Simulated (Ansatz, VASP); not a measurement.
SbSe4 in VASP and in Ansatz

```xyz
5
Lattice="5.0671 0.0000 0.0000 0.0000 5.0671 0.0000 0.0000 0.0000 5.0472" Properties=species:S:1:pos:R:3 pbc="T T T"
Sb    0.0000    0.0000    0.0000
Se    0.0000    2.5335    2.5236
Se    2.5335    0.0000    2.5236
Se    2.5335    2.5335    2.5236
Se    2.5335    2.5335    0.0000
```

Alike in both runs: functional PBE; k mesh 4 × 4 × 4; occupations gaussian, width 0.1 eV; no spin polarisation.

Ansatz relaxed the structure, and its values are those at the end. VASP's run is a single point on that final structure, the one shown.

|  | VASP | Ansatz |
| --- | --- | --- |
| version | VASP 6.6.1 | Ansatz 0.2.0 |
| potentials or method | VASP PAW PBE potentials, release 64 (Sb, Se), cutoff 520 eV | scalar-relativistic, plane waves, PAW |
| valence electrons in the cell | 29 | 79 |

```tsv
	VASP	Ansatz	Ansatz less VASP
gap on the k mesh at the Fermi level (eV)	none	none	-
pressure (GPa)	0.1	0.1	-0.01
```

A gap of «none» marks a metal or a gap that the smearing closes. VASP's potentials hold 29 valence electrons a cell and Ansatz's 79, so a difference there can come from the potentials and not from the codes.

Spin-orbit coupling is off throughout.
